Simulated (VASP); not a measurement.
Here is a VASP 6.6.1 calculation.

INCAR

```
SYSTEM = ZrB2
  ALGO = Normal
  EDIFF = 1E-7
  ENCUT = 520
  GGA = PS
  ISIF = 2
  ISMEAR = -1
  LASPH = .True.
  LCHARG = .False.
  LREAL = .False.
  LWAVE = .False.
  NBANDS = 16
  NELM = 100
  PREC = Accurate
  SIGMA = 0.15
```

File KPOINTS:

```
k-points
0
Gamma
  12 12 12
  0 0 0
```

File POSCAR:

```
ZrB2
1.0
    3.1551034622      0.0000000000      0.0000000000
   -1.5775517311      2.7323997498      0.0000000000
    0.0000000000      0.0000000000      3.5072174847
Zr B
1 2
Direct
    0.0000000000      0.0000000000      0.0000000000
    0.3333333333      0.6666666667      0.5000000000
    0.6666666667      0.3333333333      0.5000000000
```

Potentials or basis: VASP PAW PBE potentials, release 64 (Zr_sv, B).

Launch:

```bash
$ cat potpaw_PBE.64/Zr_sv/POTCAR potpaw_PBE.64/B/POTCAR > POTCAR
$ mpirun -np 1 vasp_std > vasp.out
```

Q: Estimate the band gap on the k mesh.

A: Zero (bands 9 and 10 overlap by 1.28 eV).

Q: Estimate the pressure.

A: 0.3 GPa.

Caveat: the PAW data sets were made with another functional, which shifts forces and pressure a little.
